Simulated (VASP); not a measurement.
Set up this calculation in VASP 6.6.1, as the native input.

```
Task                   : single point
Functional             : PBEsol
Potentials or basis    : VASP PAW PBE potentials, release 64 (C)
Cutoff                 : 520 eV
k mesh                 : 15 × 15 × 15
Occupations            : gaussian, width 0.02 eV
Spin                   : no spin polarisation
Dipole correction      : no
Further INCAR settings : ALGO = Normal; EDIFF = 1e-06; NBANDS = 11
```

The structure of C lies in POSCAR:

```
C
1.0
    1.2474660036      0.7202248329      3.0987630454
   -1.2474660036      0.7202248329      3.0987630454
    0.0000000000     -1.4404496659      3.0987630454
C
2
Direct
    0.1610122595      0.1610122595      0.1610122595
    0.8389877405      0.8389877405      0.8389877405
```

This cell differs from its parent crystal: strained.

The input as run:

INCAR

```
PREC = Accurate ; ENCUT = 520
EDIFF = 1E-6 ; ISMEAR = 0
SIGMA = 0.02 ; LREAL = F
LASPH = T ; NELM = 100
ALGO = Normal ; ISIF = 2
LWAVE = F ; LCHARG = F
GGA = PS ; NBANDS = 11
```

KPOINTS

```
Automatic mesh
0
Gamma
  15 15 15
```

Potentials or basis: VASP PAW PBE potentials, release 64 (C).

The run is started by

```console
$ cat potpaw_PBE.64/C/POTCAR > POTCAR
$ mpirun -np 1 vasp_std > vasp.out
```

It gave:

| Quantity | Value |
| --- | --- |
| Pressure | -11.0 GPa |
| Largest force | 1.646 eV/Å |
| Band gap on the k mesh | 0.65 eV, direct |

Caveat: the cell differs from its parent crystal (strained); the PAW data sets were made with another functional, which shifts forces and pressure a little.

Run time: 54 s on 1 thread of Intel(R) Xeon(R) Platinum 8488C (Sapphire Rapids) (shared host), peak memory 0.18 GiB.
